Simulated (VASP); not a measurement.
# Cs2As6Se (P1) in VASP: single point with r2SCAN

Aim: the single point of Cs2As6Se with r2SCAN.

All numbers are computed with VASP 6.6.1; they aren't measurements. Logs are shortened: lines on timing, memory, paths and dates and some standing lists are left out, and cuts for length are marked.

## Step 1: The cell of the first run

The typed cell holds 9 atoms: a = 6.928 Å, b = 6.929 Å, c = 6.994 Å, α = 60.05°, β = 60.30°, γ = 60.22°.

## Step 2: Single point, r2SCAN

POSCAR reads:

```
Cs2As6Se
1.0
   -0.0073262600      4.9070090900      4.8900463100
    4.9174133300      0.0014191300      4.8813009200
    4.9549630700      4.9358124300     -0.0361306200
Se Cs As
1 2 6
Direct
    0.0061360000      0.9930170000      0.9956010000
    0.2420780000      0.2657220000      0.2279450000
    0.7514720000      0.7552210000      0.7395080000
    0.7846390000      0.2175520000      0.2500080000
    0.2254030000      0.7549950000      0.2440700000
    0.2432230000      0.7581930000      0.7620330000
    0.7613330000      0.2504050000      0.7692350000
    0.2142740000      0.2173340000      0.7810000000
    0.7602060000      0.7628280000      0.2465080000
```

INCAR.step1 reads:

```
PREC = Accurate ; ENCUT = 520
ISMEAR = -5 ; SIGMA = 0.1
LREAL = False ; LASPH = True
NELM = 100 ; GGA = PE
ALGO = Normal ; EDIFF = 1E-4
LWAVE = True ; LCHARG = False
```

INCAR.step2 reads:

```
PREC = Accurate ; ENCUT = 520
EDIFF = 1E-6 ; ISMEAR = -1
SIGMA = 0.1 ; LREAL = False
LASPH = True ; NELM = 100
ALGO = Normal ; ISIF = 2
LWAVE = False ; LCHARG = False
METAGGA = R2SCAN ; LMIXTAU = True
LORBIT = 11 ; ISTART = 1
```

KPOINTS reads:

```
Automatic mesh
0
Gamma
  3 3 3
  0 0.5 0
```

Potentials or basis: VASP PAW PBE potentials, release 64 (Se, Cs_sv, As).

The run is started by

```console
cat potpaw_PBE.64/Se/POTCAR potpaw_PBE.64/Cs_sv/POTCAR potpaw_PBE.64/As/POTCAR > POTCAR
cp INCAR.step1 INCAR
mpirun -np 1 vasp_std > vasp.out
cp INCAR.step2 INCAR
mpirun -np 1 vasp_std > vasp.out
```

OUTCAR:

```text
PREC = Accurate
   ENCUT = 520
   EDIFF = 1E-6
   ISMEAR = -1
   LREAL = False
   LASPH = True
   NELM = 100
   ISIF = 2
   METAGGA = R2SCAN
   LORBIT = 11
   ISTART = 1

 ion  position               nearest neighbor table
   1  0.006  0.993  0.996-   8 2.12   5 2.30   6 2.31   7 2.32   9 2.34   4 2.37
   2  0.242  0.266  0.228-
   3  0.751  0.755  0.740-
   4  0.785  0.218  0.250-   1 2.37
   5  0.225  0.755  0.244-   1 2.30
   6  0.243  0.758  0.762-   1 2.31
   7  0.761  0.250  0.769-   1 2.32
   8  0.214  0.217  0.781-   1 2.12
   9  0.760  0.763  0.247-   1 2.34

  LATTYP: Found a triclinic cell.
 ALAT       =    12.0354563332
 B/A-ratio  =     0.5755974992
 C/A-ratio  =     0.8208954052
 COS(alpha) =     0.0020969884
 COS(beta)  =     0.4153731693
 COS(gamma) =     0.8632592521

  Lattice vectors:

 A1 = (  -4.9696155900,   4.8782057500,   9.8162232400)
 A2 = (  -0.0073262600,   4.9070090900,   4.8900463100)
 A3 = (  -9.8797026600,  -0.0302224700,   0.0448760100)

Analysis of symmetry for initial positions (statically):
=====================================================================
 Subroutine PRICEL returns:
 Original cell was already a primitive cell.

 Routine SETGRP: Setting up the symmetry group for a
 triclinic supercell.

 Subroutine GETGRP returns: Found  1 space group operations
 (whereof  1 operations were pure point group operations)
 out of a pool of  2 trial point group operations.

The static configuration has the point symmetry C_1 .

Analysis of symmetry for dynamics (positions and initial velocities):
=====================================================================
 Subroutine PRICEL returns:
 Original cell was already a primitive cell.

 Routine SETGRP: Setting up the symmetry group for a
 triclinic supercell.

 Subroutine GETGRP returns: Found  1 space group operations
 (whereof  1 operations were pure point group operations)
 out of a pool of  2 trial point group operations.

The dynamic configuration has the point symmetry C_1 .

 Subroutine INISYM returns: Found  1 space group operations
 (whereof  1 operations are pure point group operations),
 and found     1 'primitive' translations

----------------------------------------------------------------------------------------

                                     Primitive cell

  volume of cell :     238.3866

  direct lattice vectors                    reciprocal lattice vectors
    -0.007326260  4.907009090  4.890046310    -0.101067935  0.102205155  0.101785933
     4.917413330  0.001419130  4.881300920     0.101992516 -0.101640522  0.102145902
     4.954963070  4.935812430 -0.036130620     0.100448820  0.101021387 -0.101221321

  length of vectors
     6.927578567  6.928784493  6.993940863     0.176127787  0.176541934  0.174759955

  position of ions in fractional coordinates (direct lattice)
     0.006136000  0.993017000  0.995601000
     0.242078000  0.265722000  0.227945000
     0.751472000  0.755221000  0.739508000
     0.784639000  0.217552000  0.250008000
     0.225403000  0.754995000  0.244070000
     0.243223000  0.758193000  0.762033000
     0.761333000  0.250405000  0.769235000
     0.214274000  0.217334000  0.781000000
     0.760206000  0.762828000  0.246508000

  ion indices of the primitive-cell ions
   primitive index   ion index
                 1           1
                 2           2
                 3           3
                 4           4
                 5           5
                 6           6
                 7           7
                 8           8
                 9           9

----------------------------------------------------------------------------------------

 KPOINTS: Automatic mesh

Automatic generation of k-mesh.
 Grid dimensions read from file:
 generate k-points for:    3    3    3

 Generating k-lattice:

  Cartesian coordinates                     Fractional coordinates (reciprocal lattice)
    -0.033689312  0.034068385  0.033928644     0.333333333  0.000000000  0.000000000
     0.033997505 -0.033880174  0.034048634     0.000000000  0.333333333  0.000000000
     0.033482940  0.033673796 -0.033740440     0.000000000  0.000000000  0.333333333

  Length of vectors
     0.058709262  0.058847311  0.058253318

  Shift w.r.t. Gamma in fractional coordinates (k-lattice)
     0.000000000  0.500000000  0.000000000

 Subroutine IBZKPT returns following result:
 ===========================================

 Found     14 irreducible k-points:

 Following reciprocal coordinates:
            Coordinates               Weight
  0.000000  0.166667 -0.000000      2.000000
  0.333333  0.166667  0.000000      2.000000
 -0.333333  0.166667 -0.000000      2.000000
  0.000000  0.500000 -0.000000      1.000000
  0.333333  0.500000  0.000000      2.000000
 -0.000000  0.166667  0.333333      2.000000
  0.333333  0.166667  0.333333      2.000000
 -0.333333  0.166667  0.333333      2.000000
  0.000000  0.500000  0.333333      2.000000
  0.333333  0.500000  0.333333      2.000000
 -0.333333  0.500000  0.333333      2.000000
 -0.000000 -0.166667  0.333333      2.000000
  0.333333 -0.166667  0.333333      2.000000
 -0.333333 -0.166667  0.333333      2.000000
   k-points           NKPTS =     14   k-points in BZ     NKDIM =     14   number of bands    NBANDS=     32
   number of dos      NEDOS =    301   number of ions     NIONS =      9
   total plane-waves  NPLWV = 157464
   dimension x,y,z NGX =    54 NGY =   54 NGZ =   54
   dimension x,y,z NGXF=   108 NGYF=  108 NGZF=  108
   ions per type =               1   2   6
   NGX,Y,Z   is equivalent  to a cutoff of  12.96, 12.96, 12.84 a.u.
   NGXF,Y,Z  is equivalent  to a cutoff of  25.92, 25.91, 25.67 a.u.
 SYSTEM =  unknown system
   PREC   = accura    normal or accurate (medium, high low for compatibility)
   ISTART =      1    job   : 0-new  1-cont  2-samecut
   ICHARG =      0    charge: 1-file 2-atom 10-const
   ISPIN  =      1    spin polarized calculation?
   LNONCOLLINEAR =      F non collinear calculations
   LSORBIT =      F    spin-orbit coupling
   LASPH  =      T    aspherical Exc in radial PAW
   ENCUT  =  520.0 eV  38.22 Ry    6.18 a.u.  12.88 12.88 13.00*2*pi/ulx,y,z
   NELM   =    100;   NELMIN=  2; NELMDL=  0     # of ELM steps
   EDIFF  = 0.1E-05   stopping-criterion for ELM
   LREAL  =      F    real-space projection
   EDIFFG = 0.1E-04   stopping-criterion for IOM
   NSW    =      0    number of steps for IOM
   IBRION =     -1    ionic relax: 0-MD 1-quasi-New 2-CG
   NFREE  =      0    steps in history (QN), initial steepest desc. (CG)
   ISIF   =      2    stress and relaxation
   ISYM   =      2    0-nonsym 1-usesym 2-fastsym
   POTIM  = 0.5000    time-step for ionic-motion
   TEBEG  =    0.0;   TEEND  =   0.0 temperature during run
   PSTRESS=    0.0 pullay stress
   NELECT =      54.0000    total number of electrons
   NUPDOWN=      -1.0000    fix difference up-down
   EMIN   =  10.00;   EMAX   =-10.00  energy-range for DOS
   EFERMI =   0.00;   METHOD = LEGACY
   ISMEAR =    -1;   SIGMA  =   0.10  broadening in eV -4-tet -1-fermi 0-gaus
   EFERMI_NEDOS =   21; number of points for ismear=-14 and -15
   IALGO  =     38    algorithm
   IMIX   =      4    mixing-type and parameters
     AMIX     =   0.40;   BMIX     =  1.00
     AMIX_MAG =   1.60;   BMIX_MAG =  1.00
  volume/ion in A,a.u.               =      26.49       178.75
  Fermi-wavevector in a.u.,A,eV,Ry     =   0.997958  1.885867 13.550310  0.995920
  Thomas-Fermi vector in A             =   2.130149
   LORBIT       =     11    0 simple, 1 ext, 2 COOP (PROOUT), +10 PAW based schemes
   METAGGA = R2SCAN    functional components
   LHFCALC =     F    Hartree Fock is set to
   AEXX    =    0.0000 exact exchange contribution
   IVDW    =     0    specifies the selected vdW correction
   LEPSILON=     F    determine dielectric tensor
   LRPA    =     F    only Hartree local field effects (RPA)
 non-spin polarized calculation
  energy-cutoff  :      520.00
  volume of cell :      238.39
 maximum number of plane-waves:      6445
 NGX is ok and might be reduce to    54

 number of electron      53.9999999 magnetization

 Free energy of the ion-electron system (eV)
  ---------------------------------------------------
  ext. energy  EPLUGINS =         0.00000000
  ---------------------------------------------------
  free energy    TOTEN  =      -144.33137658 eV

  energy without entropy =     -144.06846137  energy(sigma->0) =     -144.19991897

 E-fermi :   3.4837     XC(G=0):  -9.8650

 val. band max:        3.4343026124   @ k =   0.3333  -0.1667   0.3333
 cond. band min:       3.4850353048   @ k =   0.3333   0.5000   0.0000
 fundamental gap:      0.0507326925
 Fermi energy:         3.4837365556

 k-point     1 :       0.0000    0.1667   -0.0000
  band No.  band energies     occupation
      1     -18.1060      2.00000
      2     -18.0293      2.00000
      3     -14.9999      2.00000
      4      -9.0389      2.00000
      5      -8.5463      2.00000
      6      -8.4810      2.00000
[... 24 lines left out ...]
     31       5.1546      0.00000
     32       5.2781      0.00000

 k-point     2 :       0.3333    0.1667    0.0000
  band No.  band energies     occupation
      1     -18.0951      2.00000
      2     -18.0345      2.00000
      3     -15.0082      2.00000
      4      -9.0333      2.00000
      5      -8.6443      2.00000
      6      -8.5689      2.00000
[... 24 lines left out ...]
     31       4.6105      0.00003
     32       4.7916      0.00000

 k-point     3 :      -0.3333    0.1667   -0.0000
  band No.  band energies     occupation
      1     -18.0887      2.00000
      2     -18.0377      2.00000
      3     -15.0131      2.00000
      4      -9.0623      2.00000
      5      -8.7623      2.00000
      6      -8.5046      2.00000
[... 24 lines left out ...]
     31       4.6840      0.00001
     32       4.7081      0.00001

 k-point     4 :       0.0000    0.5000   -0.0000
  band No.  band energies     occupation
      1     -18.0852      2.00000
      2     -18.0404      2.00000
      3     -15.0155      2.00000
      4      -9.1814      2.00000
      5      -8.5995      2.00000
      6      -8.5139      2.00000
[... 24 lines left out ...]
     31       4.6658      0.00001
     32       4.9628      0.00000

 k-point     5 :       0.3333    0.5000    0.0000
  band No.  band energies     occupation
      1     -18.0854      2.00000
      2     -18.0373      2.00000
      3     -15.0191      2.00000
      4      -9.0932      2.00000
      5      -8.6776      2.00000
      6      -8.6211      2.00000
[... 234 lines left out ...]
     31       4.5546      0.00004
     32       4.6350      0.00002

 k-point    12 :      -0.0000   -0.1667    0.3333
  band No.  band energies     occupation
      1     -18.0883      2.00000
      2     -18.0384      2.00000
      3     -15.0125      2.00000
      4      -9.2046      2.00000
      5      -8.6077      2.00000
      6      -8.4797      2.00000
[... 24 lines left out ...]
     31       4.6666      0.00001
     32       4.8729      0.00000

 k-point    13 :       0.3333   -0.1667    0.3333
  band No.  band energies     occupation
      1     -18.0862      2.00000
      2     -18.0369      2.00000
      3     -15.0183      2.00000
      4      -9.1513      2.00000
      5      -8.6884      2.00000
      6      -8.5374      2.00000
[... 24 lines left out ...]
     31       4.1101      0.00380
     32       5.1518      0.00000

 k-point    14 :      -0.3333   -0.1667    0.3333
  band No.  band energies     occupation
      1     -18.0846      2.00000
      2     -18.0389      2.00000
      3     -15.0171      2.00000
      4      -9.1505      2.00000
      5      -8.7065      2.00000
      6      -8.5516      2.00000
[... 24 lines left out ...]
     31       4.5685      0.00004
     32       4.6493      0.00002

------------------------ aborting loop because EDIFF is reached ----------------------------------------

  FORCE on cell =-STRESS in cart. coord.  units (eV):
  Direction    XX          YY          ZZ          XY          YZ          ZX
  --------------------------------------------------------------------------------------
  -------------------------------------------------------------------------------------
  Total       12.5067110     14.0640575     21.0399625      1.2792766     -2.3733206     -0.7183943
  in kB       84.0566228     94.5234259    141.4079357      8.5979174    -15.9509012     -4.8282716
  external PRESSURE =     106.6626615 kB  Pullay stress =       0.0000000 kB

 VOLUME and BASIS-vectors are now :
 -----------------------------------------------------------------------------
  energy-cutoff  :      520.00
  volume of cell :      238.39
      direct lattice vectors                 reciprocal lattice vectors
    -0.007326260  4.907009090  4.890046310    -0.101067935  0.102205155  0.101785933
     4.917413330  0.001419130  4.881300920     0.101992516 -0.101640522  0.102145902
     4.954963070  4.935812430 -0.036130620     0.100448820  0.101021387 -0.101221321

 POSITION                                       TOTAL-FORCE (eV/Angst)
 -----------------------------------------------------------------------------------
      9.81620      4.94562      4.84125        -0.609764     -0.298940     -2.800387
      2.43435      2.31335      2.47261         0.026802      0.855155      0.025702
      7.37246      7.33862      7.33447         0.596064      0.503674     -0.194404
      2.30283      5.08453      4.88982         2.032546     -0.126497     -0.186728
      4.92033      2.31181      4.77877         0.532418      2.399946     -0.048862
      7.50241      4.95583      4.86281        -2.580139     -0.325833      0.522221
      5.03730      7.53302      4.91746        -0.248987     -2.465659      0.347586
      4.93698      4.90662      2.08046        -0.121599     -0.628424      5.008361
      4.96701      4.94814      7.43213         0.372659      0.086577     -2.673490
 -----------------------------------------------------------------------------------
    total drift:                                0.000060     -0.000422      0.000762

  FREE ENERGIE OF THE ION-ELECTRON SYSTEM (eV)
  ---------------------------------------------------
  free  energy   TOTEN  =      -144.3313765795 eV

  energy  without entropy=     -144.0684613679  energy(sigma->0) =     -144.19991897

 total charge

# of ion       s       p       d       tot
------------------------------------------
    1        1.452   2.357   0.361   4.169
    2        1.867   4.693   0.104   6.664
    3        1.867   4.694   0.103   6.664
    4        1.316   1.356   0.032   2.704
    5        1.315   1.378   0.036   2.728
    6        1.310   1.388   0.033   2.732
    7        1.314   1.374   0.033   2.721
    8        1.316   1.434   0.057   2.807
    9        1.318   1.359   0.033   2.709
--------------------------------------------------
tot         13.076  20.032   0.791  33.899
```

It took 5.3 min on 1 thread of Intel Xeon Platinum 8488C (Sapphire Rapids), shared host; peak memory 0.48 GiB.

Results:

| Property | Result |
| --- | --- |
| Free energy | -144.3314 eV |
| Pressure | 10.7 GPa |
| Largest force | 5.049 eV/Å |
| Band gap on the k mesh | zero (bands 27 and 28 overlap by 0.36 eV) |
| Valence electrons inside the program's atomic spheres | Se 4.17; Cs 6.66; As 2.70, 2.73, 2.72, 2.81, 2.71 (each value once) |

Forces in eV/Å, atoms in the order of the input:
```
Se  -0.610 -0.299 -2.800
Cs   0.027  0.855  0.026
Cs   0.596  0.504 -0.194
As   2.033 -0.126 -0.187
As   0.532  2.400 -0.049
As  -2.580 -0.326  0.522
As  -0.249 -2.466  0.348
As  -0.122 -0.628  5.008
As   0.373  0.087 -2.673
```

Caveat: the k points lie up to 0.37 Å⁻¹ apart; the PAW data sets were made with another functional, which shifts forces and pressure a little; spin-orbit coupling is left out, which moves the levels of the heavy elements.
